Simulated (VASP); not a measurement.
Crystal: NbTe.

```
CELL_PARAMETERS angstrom
3.70297 0.00000 0.00000
-1.85149 3.20687 0.00000
0.00000 0.00000 3.69421
ATOMIC_POSITIONS crystal
Te 0.66667 0.33333 0.00000
Nb 0.00000 0.00000 0.50000
```

- Program: VASP 6.6.1
- Task: relaxation of cell and atoms
- Functional: PBE
- Dispersion: D4
- Potentials or basis: VASP PAW PBE potentials, release 64 (Te, Nb_sv)
- Cutoff: 600 eV
- k mesh: 8 × 8 × 7
- Occupations: fermi-dirac, width 0.05 eV
- Spin: no spin polarisation

At the start: pressure -4.1 GPa; volume 21.93 Å³/atom.

Problem. Where does the relaxation end?

Solution. Over 9 steps the energy falls by 11.0 meV/atom and the volume is 21.14 Å³/atom (-3.6 %); space group P-6m2 (No. 187, to 0.05 Å).

Step by step:
| step | energy change (eV) | largest force (eV/Å) | pressure (GPa) | volume (Å³) |
| --- | --- | --- | --- | --- |
| 1 | 0.0000 | 0.0000 | -4.14 | 43.87 |
| 2 | 0.0218 | 0.0000 | 7.12 | 40.37 |
| 3 | -0.0201 | 0.0000 | 0.00 | 42.38 |
| 4 | -0.0201 | 0.0000 | 0.09 | 42.36 |
| 5 | -0.0218 | 0.0000 | 0.08 | 42.29 |
| 6 | -0.0221 | 0.0000 | 0.07 | 42.25 |
| 7 | -0.0221 | 0.0000 | 0.07 | 42.25 |
| 8 | -0.0221 | 0.0000 | -0.11 | 42.31 |
| 9 | -0.0221 | 0.0000 | 0.01 | 42.27 |

Final structure:
```
Te Nb
1.0
     3.63892    0.00000    0.00000
    -1.81946    3.15140    0.00000
     0.00000    0.00000    3.68635
Te Nb
1 1
Direct
  0.66667 0.33333 0.00000
  0.00000 0.00000 0.50000
```

Caveat: pairwise dispersion overbinds metals, which lowers pressure and volume.
